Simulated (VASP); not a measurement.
A run of VASP 6.6.1 is set up as follows.

Contents of INCAR:

```
SYSTEM = Cu
ALGO     = Normal         ! electronic algorithm
EDIFF    = 1E-6           ! SCF threshold, eV
ENCUT    = 600            ! plane-wave cutoff, eV
GGA_COMPAT= .False.      
ISIF     = 2              ! what is computed and relaxed
ISMEAR   = 0              ! smearing method
LASPH    = .True.         ! aspherical terms in the spheres
LCHARG   = .True.         ! write CHGCAR
LELF     = .True.         ! ELF
LREAL    = .False.        ! projectors in reciprocal space
LVHAR    = .True.       
LWAVE    = .False.        ! write WAVECAR
NBANDS   = 54             ! bands
NELM     = 120            ! most SCF steps
PREC     = Accurate       ! precision mode
SIGMA    = 0.15           ! smearing width, eV
```

Contents of KPOINTS:

```
k-points
0
Gamma
  17 17 3
  0 0 0
```

The input POSCAR:

```
Cu
1.0
   -2.5663216910      0.0000000000      0.0000000000
   -1.2831608455     -2.2224997787      0.0000000000
    0.0000000000      0.0000000000     18.9676722891
Cu
8
Direct
    0.0000000000      1.0000000000      0.8287623558
    0.0000000000      1.0000000000      0.3867557661
    0.3333333333      0.3333333333      0.0552508237
    0.3333333333      0.3333333333      0.4972574135
    0.0000000000      0.0000000000      0.1657524712
    0.0000000000      0.0000000000      0.6077590609
    0.6666666667      0.6666666667      0.2762541186
    0.6666666667      0.6666666667      0.7182607084
```

Potentials or basis: VASP PAW LDA potentials, release 64 (Cu).

The run is started by

```bash
$ cat potpaw_LDA.64/Cu/POTCAR > POTCAR
$ mpirun -np 1 vasp_std > vasp.out
```

Question: Predict the band gap on the k mesh.

Answer: Zero (band 44 reaches 8.97 eV, above the bottom of band 45 at 4.14 eV).

Question: Estimate the pressure.

Answer: -12.6 GPa.

Stress tensor (GPa, compression positive):
```
-13.41   0.00   0.00
  0.00 -13.41   0.00
  0.00   0.00 -11.09
```
